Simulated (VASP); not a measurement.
Here is a VASP 6.6.1 calculation.

INCAR

```
PREC = Accurate ; ENCUT = 520
EDIFF = 1E-6 ; ISMEAR = -1
SIGMA = 0.05 ; LREAL = F
LASPH = T ; NELM = 60
ALGO = Normal ; ISIF = 2
LWAVE = F ; LCHARG = F
GGA = CA ; NBANDS = 12
```

Contents of KPOINTS:

```
Automatic mesh
0
Gamma
  11 11 6
```

The input POSCAR:

```
As
1.0
    3.0031658500      0.0000000000      0.0000000000
   -1.5015829250      2.6008179178      0.0000000000
    0.0000000000      0.0000000000      4.8651286769
As
2
Direct
    0.3333333333      0.6666666667      0.2500000000
    0.6666666667      0.3333333333      0.7500000000
```

Potentials or basis: VASP PAW LDA potentials, release 64 (As).

Command:

```bash
$ cat potpaw_LDA.64/As/POTCAR > POTCAR
$ mpirun -np 1 vasp_std > vasp.out
```

(1) Predict the pressure.

(2) Predict the band gap on the k mesh.

Results:

(1) -4.2 GPa.

(2) zero (band 5 reaches 11.25 eV, above the bottom of band 6 at 3.30 eV).
